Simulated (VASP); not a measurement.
Here is a VASP 6.6.1 calculation.

The input INCAR:

```
SYSTEM = Al3H
ALGO = Normal
EDIFF = 1E-6
ENCUT = 520
GGA = PE
ISIF = 2
ISMEAR = 0
LASPH = .TRUE.
LCHARG = .TRUE.
LELF = .TRUE.
LREAL = .FALSE.
LVHAR = .TRUE.
LWAVE = .FALSE.
NBANDS = 20
NELM = 80
PREC = Accurate
SIGMA = 0.1
```

The input KPOINTS:

```
k-points
0
G
  14 6 8
  0 0 0
```

File POSCAR:

```
Al3H
1.0
    2.8686685790      0.0000000000      0.0546124554
    0.0000000000      8.5764742214      0.0000000000
   -0.0860078109      0.0000000000      4.3946902226
Al H
6 2
Direct
    0.7500127703      0.5723298166      0.2590430926
    0.2499872297      0.0723298166      0.7409569074
    0.2499872297      0.4276701834      0.7409569074
    0.7500127703      0.9276701834      0.2590430926
    0.2497213322      0.7500000000      0.8354735095
    0.7502786678      0.2500000000      0.1645264905
    0.2503130043      0.2500000000      0.4598272752
    0.7496869957      0.7500000000      0.5401727248
```

Potentials or basis: VASP PAW PBE potentials, release 64 (Al, H).

Run with:

```sh
$ cat potpaw_PBE.64/Al/POTCAR potpaw_PBE.64/H/POTCAR > POTCAR
$ mpirun -np 1 vasp_std > vasp.out
```

Problem. What does it give for the band gap on the k mesh?

Solution. Zero (bands 10 and 11 overlap by 4.41 eV).

Problem. Predict the pressure.

Solution. -0.1 GPa.
